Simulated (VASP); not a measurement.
Here is a VASP 6.6.1 calculation.

INCAR

```
ALGO     = Fast           # electronic algorithm
EDIFF    = 1E-7           # SCF threshold, eV
ENCUT    = 520            # plane-wave cutoff, eV
ISIF     = 2              # what is computed and relaxed
ISMEAR   = 0              # smearing method
LASPH    = T              # aspherical terms in the spheres
LCHARG   = F              # write CHGCAR
LREAL    = F              # projectors in reciprocal space
LWAVE    = F              # write WAVECAR
NBANDS   = 13             # bands
NELM     = 60             # most SCF steps
PREC     = Accurate       # precision mode
SIGMA    = 0.15           # smearing width, eV
```

The input KPOINTS:

```
k-points
0
Gamma
  20 20 20
```

Contents of POSCAR:

```
W
1.0
   -1.4948487882      1.5680780323      1.5680780323
    1.5680780323     -1.4948487882      1.5680780323
    1.5680780323      1.5680780323     -1.4948487882
W
1
Direct
    0.0000000000      0.0000000000      0.0000000000
```

Potentials or basis: VASP PAW LDA potentials, release 64 (W_sv).

Run with:

```console
$ cat potpaw_LDA.64/W_sv/POTCAR > POTCAR
$ mpirun -np 1 vasp_std > vasp.out
```

Question: Estimate the band gap on the k mesh.

Answer: Zero (bands 7 and 8 overlap by 5.20 eV).

Question: Predict the pressure.

Answer: 3.3 GPa.

Stress tensor (GPa, compression positive):
```
 3.32 -6.16 -6.16
-6.16  3.32 -6.16
-6.16 -6.16  3.32
```

Caveat: the cell stands under pressure; spin-orbit coupling is left out, which moves the levels of the heavy elements.
